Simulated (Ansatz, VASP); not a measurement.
One calculation of BAs, two programs

```xyz
2
Lattice="0.0000 2.3919 2.4636 2.3919 0.0000 2.4636 2.3919 2.3919 0.0000" Properties=species:S:1:pos:R:3 pbc="T T T"
B     0.0000    0.0000    0.0000
As    1.1959    1.1959    1.2318
```

Change from the starting cell: uniaxial_z strain +3.0%.

Alike in both runs: task single point; functional r2SCAN; k mesh 10 × 10 × 10; no spin polarisation.

|  | VASP | Ansatz |
| --- | --- | --- |
| version | VASP 6.6.1 | Ansatz 0.2.0 |
| potentials or method | VASP PAW PBE potentials, release 64 (B, As) | plane waves, PAW |
| plane-wave cutoff (eV) | 520 | 500 |
| occupations | gaussian, width 0.01 eV | fixed |
| valence electrons in the cell | 8 | 18 |

```csv
,VASP,Ansatz,Ansatz less VASP
gap on the k mesh at the Fermi level (eV),1.17,1.17,-0.001
pressure (GPa),-3.7,-3.9,-0.18
"traceless stress, the component that is largest in VASP (GPa)",-4.44,-4.45,-0.004
```

VASP's potentials were made for PBE, not for r2SCAN. VASP's potentials hold 8 valence electrons a cell and Ansatz's 18, so a difference there can come from the potentials and not from the codes.
